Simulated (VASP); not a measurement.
Set up this calculation in VASP 6.6.1, as the native input.

```yaml
Task: single point
Functional: PBE
Potentials_or_basis: VASP PAW PBE potentials, release 64 (Hf_pv, Sn_d, S)
Cutoff: 500 eV
k_mesh: 2 × 2 × 3
Occupations: gaussian, width 0.15 eV
Spin: no spin polarisation
Dipole_correction: no
Further_INCAR_settings: ALGO = Normal; EDIFF = 1e-06; NBANDS = 44
```

The structure of Hf3SnS4 lies in POSCAR:

```
Hf3SnS4
1.0
    7.1007974267      0.0000000000      0.0000000000
   -3.5503987134      6.1494709587      0.0000000000
    0.0000000000      0.0000000000      3.4676946854
Hf Sn S
3 1 4
Direct
    0.4938992053      0.5061007947      0.0000000000
    0.0122015893      0.5061007947      0.0000000000
    0.4938992053     -0.0122015893      0.0000000000
    0.0000000000      0.0000000000      0.0000000000
    0.6355598176      0.8177799088      0.5000000000
    0.6666666667      0.3333333333      0.5000000000
    0.1822200912      0.3644401824      0.5000000000
    0.1822200912      0.8177799088      0.5000000000
```

The input as run:

INCAR

```
PREC = Accurate ; ENCUT = 500
EDIFF = 1E-6 ; ISMEAR = 0
SIGMA = 0.15 ; LREAL = False
LASPH = True ; NELM = 120
ALGO = Normal ; ISIF = 2
LWAVE = False ; LCHARG = False
GGA = PE ; NBANDS = 44
GGA_COMPAT = False
```

KPOINTS

```
Automatic mesh
0
Gamma
  2 2 3
```

Potentials or basis: VASP PAW PBE potentials, release 64 (Hf_pv, Sn_d, S).

Launch:

```sh
$ cat potpaw_PBE.64/Hf_pv/POTCAR potpaw_PBE.64/Sn_d/POTCAR potpaw_PBE.64/S/POTCAR > POTCAR
$ mpirun -np 1 vasp_std > vasp.out
```

Results of the run:

| Item | Value |
| --- | --- |
| Pressure | -0.9 GPa |
| Largest force | 0.085 eV/Å |
| Band gap on the k mesh | 0.46 eV (least direct gap 0.60 eV) |

Caveat: the k points lie up to 0.60 Å⁻¹ apart; spin-orbit coupling is left out, which moves the levels of the heavy elements.

Run time: 75 s on 1 thread of Intel Xeon 8259CL, on a shared host, peak memory 0.27 GiB.
